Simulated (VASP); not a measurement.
# Ti2O3 (R-3c) in VASP: single point with r2SCAN

Aim: the single point of Ti2O3 with r2SCAN.

All numbers are computed with VASP 6.6.1; they aren't measurements. Logs are shortened: lines on timing, memory, paths and dates and some standing lists are left out, and cuts for length are marked.

## (1) The cell of the first run

It takes space group R-3c (No. 167, trigonal). The conventional cell has a = 5.149 Å, b = 5.149 Å, c = 13.642 Å, α = 90.00°, β = 90.00°, γ = 120.00°. Ti (site symmetry 3) has 6 O at 2.01 to 2.08 Å and 1 Ti at 2.59 Å within 2.7 Å. O (site symmetry 2) has 4 Ti at 2.01 to 2.08 Å and 8 O at 2.80 to 2.88 Å within 2.9 Å.

## (2) Single point, r2SCAN, collinear spin

POSCAR

```
Ti2O3
1.0
    2.5745011249      1.4863889175      4.5473300000
   -2.5745011249      1.4863889175      4.5473300000
    0.0000000000     -2.9727778350      4.5473300000
Ti O
4 6
Direct
    0.8450000000      0.8450000000      0.8450000000
    0.6550000000      0.6550000000      0.6550000000
    0.1550000000      0.1550000000      0.1550000000
    0.3450000000      0.3450000000      0.3450000000
    0.0670000000      0.4330000000      0.7500000000
    0.7500000000      0.0670000000      0.4330000000
    0.4330000000      0.7500000000      0.0670000000
    0.9330000000      0.5670000000      0.2500000000
    0.2500000000      0.9330000000      0.5670000000
    0.5670000000      0.2500000000      0.9330000000
```

INCAR.step1

```
SYSTEM = Ti2O3
PREC     = Accurate       ! precision mode
ENCUT    = 520            ! plane-wave cutoff, eV
ISMEAR   = 0              ! smearing method
SIGMA    = 0.1            ! smearing width, eV
LREAL    = .False.        ! projectors in reciprocal space
LASPH    = .True.         ! aspherical terms in the spheres
NELM     = 150            ! most SCF steps
ISPIN    = 2              ! spin polarisation
MAGMOM   = 1 1 1 1 0 0 0 0 0 0 ! initial moments
LMAXMIX  = 4              ! l up to which the mixer works
NBANDS   = 57             ! bands
GGA      = PE             ! functional
ALGO     = Normal         ! electronic algorithm
EDIFF    = 1E-4           ! SCF threshold, eV
LWAVE    = .True.         ! write WAVECAR
LCHARG   = .False.        ! write CHGCAR
```

INCAR.step2

```
SYSTEM = Ti2O3
PREC     = Accurate       ! precision mode
ENCUT    = 520            ! plane-wave cutoff, eV
EDIFF    = 1E-6           ! SCF threshold, eV
ISMEAR   = 0              ! smearing method
SIGMA    = 0.1            ! smearing width, eV
LREAL    = .False.        ! projectors in reciprocal space
LASPH    = .True.         ! aspherical terms in the spheres
NELM     = 150            ! most SCF steps
ALGO     = Normal         ! electronic algorithm
ISIF     = 2              ! what is computed and relaxed
LWAVE    = .False.        ! write WAVECAR
LCHARG   = .False.        ! write CHGCAR
ISPIN    = 2              ! spin polarisation
MAGMOM   = 1 1 1 1 0 0 0 0 0 0 ! initial moments
LORBIT   = 11             ! projections on sites
LMAXMIX  = 4              ! l up to which the mixer works
METAGGA  = R2SCAN         ! meta-GGA
LMIXTAU  = .True.       
NBANDS   = 57             ! bands
ISTART   = 1
```

KPOINTS

```
Automatic mesh
0
Gamma
  6 6 6
  0 0 0
```

Potentials or basis: VASP PAW PBE potentials, release 64 (Ti_sv, O).

Run with:

```console
cat potpaw_PBE.64/Ti_sv/POTCAR potpaw_PBE.64/O/POTCAR > POTCAR
cp INCAR.step1 INCAR
mpirun -np 1 vasp_std > vasp.out
cp INCAR.step2 INCAR
mpirun -np 1 vasp_std > vasp.out
```

OUTCAR:

```text
SYSTEM = Ti2O3
   PREC = Accurate
   ENCUT = 520
   EDIFF = 1E-6
   ISMEAR = 0
   LREAL = .False.
   LASPH = .True.
   NELM = 150
   ISIF = 2
   ISPIN = 2
   LORBIT = 11
   METAGGA = R2SCAN
   ISTART = 1

 ion  position               nearest neighbor table
   1  0.845  0.845  0.845-  10 2.01   8 2.01   9 2.01   5 2.08   7 2.08   6 2.08   2 2.59
   2  0.655  0.655  0.655-   9 2.01   8 2.01  10 2.01   5 2.08   7 2.08   6 2.08   1 2.59
   3  0.155  0.155  0.155-   7 2.01   5 2.01   6 2.01   8 2.08   9 2.08  10 2.08   4 2.59
   4  0.345  0.345  0.345-   6 2.01   5 2.01   7 2.01   8 2.08   9 2.08  10 2.08   3 2.59
   5  0.067  0.433  0.750-   3 2.01   4 2.01   1 2.08   2 2.08
   6  0.750  0.067  0.433-   4 2.01   3 2.01   1 2.08   2 2.08
   7  0.433  0.750  0.067-   3 2.01   4 2.01   1 2.08   2 2.08
   8  0.933  0.567  0.250-   1 2.01   2 2.01   3 2.08   4 2.08
   9  0.250  0.933  0.567-   2 2.01   1 2.01   3 2.08   4 2.08
  10  0.567  0.250  0.933-   1 2.01   2 2.01   3 2.08   4 2.08

  LATTYP: Found a trigonal (rhomboedric) cell.
 ALAT       =     5.4328278258
 COS(alpha) =     0.5508780470

  Lattice vectors:

 A1 = (   2.5745011249,   1.4863889175,   4.5473300000)
 A2 = (  -2.5745011249,   1.4863889175,   4.5473300000)
 A3 = (   0.0000000000,  -2.9727778350,   4.5473300000)

Analysis of symmetry for initial positions (statically):
=====================================================================
 Subroutine PRICEL returns:
 Original cell was already a primitive cell.

 Routine SETGRP: Setting up the symmetry group for a
 trigonal (rhombohedral) supercell.

 Subroutine GETGRP returns: Found 12 space group operations
 (whereof  6 operations were pure point group operations)
 out of a pool of 12 trial point group operations.

The static configuration has the point symmetry S_6 .
 The point group associated with its full space group is D_3d.

Analysis of symmetry for dynamics (positions and initial velocities):
=====================================================================
 Subroutine PRICEL returns:
 Original cell was already a primitive cell.

 Routine SETGRP: Setting up the symmetry group for a
 trigonal (rhombohedral) supercell.

 Subroutine GETGRP returns: Found 12 space group operations
 (whereof  6 operations were pure point group operations)
 out of a pool of 12 trial point group operations.

The dynamic configuration has the point symmetry S_6 .
 The point group associated with its full space group is D_3d.

Analysis of structural, dynamic, and magnetic symmetry:
=====================================================================
 Subroutine PRICEL returns:
 Original cell was already a primitive cell.

 Routine SETGRP: Setting up the symmetry group for a
 trigonal (rhombohedral) supercell.

 Subroutine GETGRP returns: Found 12 space group operations
 (whereof  6 operations were pure point group operations)
 out of a pool of 12 trial point group operations.

The overall configuration has the point symmetry S_6 .
 The point group associated with its full space group is D_3d.

 Subroutine INISYM returns: Found 12 space group operations
 (whereof  6 operations are pure point group operations),
 and found     1 'primitive' translations

----------------------------------------------------------------------------------------

                                     Primitive cell

  volume of cell :     104.4079

  direct lattice vectors                    reciprocal lattice vectors
     2.574501125  1.486388918  4.547330000     0.194212384  0.112128572  0.073303088
    -2.574501125  1.486388918  4.547330000    -0.194212384  0.112128572  0.073303088
     0.000000000 -2.972777835  4.547330000     0.000000000 -0.224257144  0.073303088

  length of vectors
     5.432827826  5.432827826  5.432827826     0.235933485  0.235933485  0.235933485

  position of ions in fractional coordinates (direct lattice)
     0.845000000  0.845000000  0.845000000
     0.655000000  0.655000000  0.655000000
     0.155000000  0.155000000  0.155000000
     0.345000000  0.345000000  0.345000000
     0.067000000  0.433000000  0.750000000
     0.750000000  0.067000000  0.433000000
     0.433000000  0.750000000  0.067000000
     0.933000000  0.567000000  0.250000000
     0.250000000  0.933000000  0.567000000
     0.567000000  0.250000000  0.933000000

  ion indices of the primitive-cell ions
   primitive index   ion index
                 1           1
                 2           2
[... 66 lines left out ...]
   dimension x,y,z NGXF=    80 NGYF=   80 NGZF=   80
   ions per type =               4   6
   NGX,Y,Z   is equivalent  to a cutoff of  12.24, 12.24, 12.24 a.u.
   NGXF,Y,Z  is equivalent  to a cutoff of  24.48, 24.48, 24.48 a.u.
 SYSTEM =  Ti2O3
   PREC   = accura    normal or accurate (medium, high low for compatibility)
   ISTART =      1    job   : 0-new  1-cont  2-samecut
   ICHARG =      0    charge: 1-file 2-atom 10-const
   ISPIN  =      2    spin polarized calculation?
   LNONCOLLINEAR =      F non collinear calculations
   LSORBIT =      F    spin-orbit coupling
   LASPH  =      T    aspherical Exc in radial PAW
   ENCUT  =  520.0 eV  38.22 Ry    6.18 a.u.  10.10 10.10 10.10*2*pi/ulx,y,z
   NELM   =    150;   NELMIN=  2; NELMDL=  0     # of ELM steps
   EDIFF  = 0.1E-05   stopping-criterion for ELM
   LREAL  =      F    real-space projection
   EDIFFG = 0.1E-04   stopping-criterion for IOM
   NSW    =      0    number of steps for IOM
   IBRION =     -1    ionic relax: 0-MD 1-quasi-New 2-CG
   NFREE  =      0    steps in history (QN), initial steepest desc. (CG)
   ISIF   =      2    stress and relaxation
   ISYM   =      2    0-nonsym 1-usesym 2-fastsym
   POTIM  = 0.5000    time-step for ionic-motion
   TEBEG  =    0.0;   TEEND  =   0.0 temperature during run
   PSTRESS=    0.0 pullay stress
   NELECT =      84.0000    total number of electrons
   NUPDOWN=      -1.0000    fix difference up-down
   EMIN   =  10.00;   EMAX   =-10.00  energy-range for DOS
   EFERMI =   0.00;   METHOD = LEGACY
   ISMEAR =     0;   SIGMA  =   0.10  broadening in eV -4-tet -1-fermi 0-gaus
   EFERMI_NEDOS =   21; number of points for ismear=-14 and -15
   IALGO  =     38    algorithm
   IMIX   =      4    mixing-type and parameters
     AMIX     =   0.40;   BMIX     =  1.00
     AMIX_MAG =   1.60;   BMIX_MAG =  1.00
  volume/ion in A,a.u.               =      10.44        70.46
  Fermi-wavevector in a.u.,A,eV,Ry     =   1.522615  2.877326 31.543164  2.318357
  Thomas-Fermi vector in A             =   2.631170
   LORBIT       =     11    0 simple, 1 ext, 2 COOP (PROOUT), +10 PAW based schemes
   METAGGA = R2SCAN    functional components
   LHFCALC =     F    Hartree Fock is set to
   AEXX    =    0.0000 exact exchange contribution
   IVDW    =     0    specifies the selected vdW correction
   LEPSILON=     F    determine dielectric tensor
   LRPA    =     F    only Hartree local field effects (RPA)
 spin polarized calculation
 Gauss-broadening in eV      SIGMA  =   0.10
  energy-cutoff  :      520.00
  volume of cell :      104.41
 maximum number of plane-waves:      2860
   NGX = 21   NGY = 21   NGZ = 21

 number of electron      84.0000007 magnetization       0.0000229

 number of electron      84.0000007 magnetization      -0.0000085

 Free energy of the ion-electron system (eV)
  ---------------------------------------------------
  ext. energy  EPLUGINS =         0.00000000
  ---------------------------------------------------
  free energy    TOTEN  =      -119.37338644 eV

  energy without entropy =     -119.36498483  energy(sigma->0) =     -119.36918564

 E-fermi :   8.8679     XC(G=0): -12.4723

 val. band max:        8.8480228038   @ k =   0.5000   0.5000  -0.0000
 cond. band min:       8.9220755132   @ k =   0.1667   0.1667   0.1667
 fundamental gap:      0.0740527094
 Fermi energy:         8.8679006330

 spin component 1

 k-point     1 :       0.0000    0.0000    0.0000
  band No.  band energies     occupation
      1     -52.0789      1.00000
      2     -52.0194      1.00000
      3     -51.9856      1.00000
      4     -51.9414      1.00000
      5     -27.5700      1.00000
      6     -27.5700      1.00000
[... 1357 lines left out ...]
     53      11.4356      0.00000
     54      11.5441      0.00000

 [... further k-points ...]

 spin component 2

 k-point     1 :       0.0000    0.0000    0.0000
  band No.  band energies     occupation
      1     -52.0789      1.00000
      2     -52.0194      1.00000
      3     -51.9856      1.00000
      4     -51.9415      1.00000
      5     -27.5700      1.00000
      6     -27.5700      1.00000
[... 1357 lines left out ...]
     53      11.4356      0.00000
     54      11.5441      0.00000

 [... further k-points ...]

 [bands above 54 left out]

------------------------ aborting loop because EDIFF is reached ----------------------------------------

  FORCE on cell =-STRESS in cart. coord.  units (eV):
  Direction    XX          YY          ZZ          XY          YZ          ZX
  --------------------------------------------------------------------------------------
  -------------------------------------------------------------------------------------
  Total       -1.7231087     -1.7231087     -0.0684480      0.0000000     -0.0000000      0.0000000
  in kB      -26.4417375    -26.4417375     -1.0503593      0.0000000     -0.0000000      0.0000000
  external PRESSURE =     -17.9779447 kB  Pullay stress =       0.0000000 kB

 VOLUME and BASIS-vectors are now :
 -----------------------------------------------------------------------------
  energy-cutoff  :      520.00
  volume of cell :      104.41
      direct lattice vectors                 reciprocal lattice vectors
     2.574501125  1.486388918  4.547330000     0.194212384  0.112128572  0.073303088
    -2.574501125  1.486388918  4.547330000    -0.194212384  0.112128572  0.073303088
     0.000000000 -2.972777835  4.547330000     0.000000000 -0.224257144  0.073303088

 POSITION                                       TOTAL-FORCE (eV/Angst)
 -----------------------------------------------------------------------------------
      0.00000      0.00000     11.52748        -0.000000     -0.000000     -0.133779
      0.00000      0.00000      8.93550        -0.000000     -0.000000      0.133779
      0.00000      0.00000      2.11451        -0.000000     -0.000000      0.133779
      0.00000      0.00000      4.70649        -0.000000     -0.000000     -0.133779
     -0.94227     -1.48639      5.68416        -0.179550     -0.000000     -0.000000
      1.75838     -0.07283      5.68416         0.089775     -0.155494     -0.000000
     -0.81612      1.55922      5.68416         0.089775      0.155494     -0.000000
      0.94227      1.48639      7.95783         0.179550     -0.000000     -0.000000
     -1.75838      0.07283      7.95783        -0.089775      0.155494     -0.000000
      0.81612     -1.55922      7.95783        -0.089775     -0.155494     -0.000000
 -----------------------------------------------------------------------------------
    total drift:                               -0.000000      0.000000     -0.000000

  FREE ENERGIE OF THE ION-ELECTRON SYSTEM (eV)
  ---------------------------------------------------
  free  energy   TOTEN  =      -119.3733864386 eV

  energy  without entropy=     -119.3649848337  energy(sigma->0) =     -119.36918564

 total charge

# of ion       s       p       d       tot
------------------------------------------
    1        2.176   6.207   1.843  10.226
    2        2.176   6.207   1.843  10.226
    3        2.176   6.207   1.843  10.226
    4        2.176   6.207   1.843  10.226
    5        1.566   3.537   0.000   5.104
    6        1.566   3.537   0.000   5.104
    7        1.566   3.537   0.000   5.104
    8        1.566   3.537   0.000   5.104
    9        1.566   3.537   0.000   5.104
   10        1.566   3.537   0.000   5.104
--------------------------------------------------
tot         18.100  46.053   7.374  71.527

 magnetization (x)

# of ion       s       p       d       tot
------------------------------------------
    1       -0.000  -0.000  -0.000  -0.000
    2       -0.000  -0.000  -0.000  -0.000
    3       -0.000  -0.000  -0.000  -0.000
    4       -0.000  -0.000  -0.000  -0.000
    5        0.000   0.000   0.000   0.000
    6        0.000   0.000   0.000   0.000
    7        0.000   0.000   0.000   0.000
    8        0.000   0.000   0.000   0.000
    9        0.000   0.000   0.000   0.000
   10        0.000   0.000   0.000   0.000
--------------------------------------------------
tot         -0.000   0.000  -0.000   0.000
```

It took 41 min on 1 thread of Oxide Virtual Turin-like, shared host; peak memory 0.46 GiB.

Results:

| Property | Result |
| --- | --- |
| Free energy | -119.3734 eV |
| Pressure | -1.8 GPa |
| Largest force | 0.180 eV/Å |
| Band gap on the k mesh | zero (filled and empty bands overlap) |
| Net moment | 0.00 μB per cell |
| Valence electrons inside the program's atomic spheres | Ti 10.23; O 5.10 |

Forces on the atoms (eV/Å):
```
Ti   0.000  0.000 -0.134
Ti   0.000  0.000  0.134
Ti   0.000  0.000  0.134
Ti   0.000  0.000 -0.134
O   -0.180  0.000  0.000
O    0.090 -0.155  0.000
O    0.090  0.155  0.000
O    0.180  0.000  0.000
O   -0.090  0.155  0.000
O   -0.090 -0.155  0.000
```

Levels at points of the mesh, in eV from the Fermi level:
Spin up:
```tsv
k point	band 39	band 40	band 41	band 42	band 43	band 44	band 45	band 46
(0.00, 0.00, 0.00)	-4.52	-4.26	-1.09	-0.04	-0.04	0.10	0.40	0.40
(0.50, 0.00, 0.00)	-4.62	-4.62	-0.74	-0.74	0.36	0.36	0.68	0.68
(0.50, 0.50, 0.00)	-5.14	-4.58	-0.89	-0.69	-0.02	0.21	0.78	0.89
(0.50, 0.50, 0.50)	-5.17	-5.17	0.17	0.17	0.52	0.52	0.52	0.52
```
Spin down:
```csv
k point,band 39,band 40,band 41,band 42,band 43,band 44,band 45,band 46
"(0.00, 0.00, 0.00)",-4.52,-4.26,-1.09,-0.04,-0.04,0.10,0.40,0.40
"(0.50, 0.00, 0.00)",-4.62,-4.62,-0.74,-0.74,0.36,0.36,0.68,0.68
"(0.50, 0.50, 0.00)",-5.14,-4.58,-0.89,-0.69,-0.02,0.21,0.78,0.89
"(0.50, 0.50, 0.50)",-5.17,-5.17,0.17,0.17,0.52,0.52,0.52,0.52
```

Caveat: the PAW data sets were made with another functional, which shifts forces and pressure a little; semilocal functionals often make such compounds metallic where correlation or magnetic order opens a gap, which also shifts bond lengths.

The gap in the log of VASP goes by the Fermi energy; the results here count the filled bands.